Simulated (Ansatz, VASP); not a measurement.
Two plane-wave programs on MnHg

```
CELL_PARAMETERS angstrom
3.31500 0.00000 0.00000
0.00000 3.31500 0.00000
0.00000 0.00000 3.31500
ATOMIC_POSITIONS crystal
Mn 0.47000 0.47000 0.47000
Hg 0.03000 0.03000 0.03000
```

Alike in both runs: task electric field gradients; functional PBE; k mesh 9 × 9 × 9; occupations fermi-dirac, width 0.05 eV; collinear spin.

|  | VASP | Ansatz |
| --- | --- | --- |
| version | VASP 6.6.1 | Ansatz 0.2.0 |
| potentials or method | VASP PAW PBE potentials, release 64 (Mn_pv, Hg) | PAW with Ansatz's default frozen-core files, scalar-relativistic |
| plane-wave cutoff (eV) | 520 | 420 |
| valence electrons in the cell | 25 | 35 |

```tsv
	VASP	Ansatz	Ansatz less VASP
gap on the k mesh at the Fermi level (eV)	none	none	-
pressure (GPa)	4.4	3.9	-0.56
traceless stress, the component that is largest in VASP (GPa)	2.94	2.85	-0.085
rms of the force components (eV/Å)	0.873	0.849	-0.0241
net moment per atom (μB)	1.90	1.90	-0.002
size of the moment on the site where the two differ most (μB)	3.74	3.66	-0.083
```

Site moments also hang on the region over which each program counts them. Atom by atom the forces differ by 0.024 eV/Å (rms over components). A gap of «none» marks a metal or a gap that the smearing closes. With one functional, cell and mesh, what is left measures potentials, basis and numerics. VASP's potentials hold 25 valence electrons a cell and Ansatz's 35, so a difference there can come from the potentials and not from the codes.

Spin-orbit coupling is off throughout.
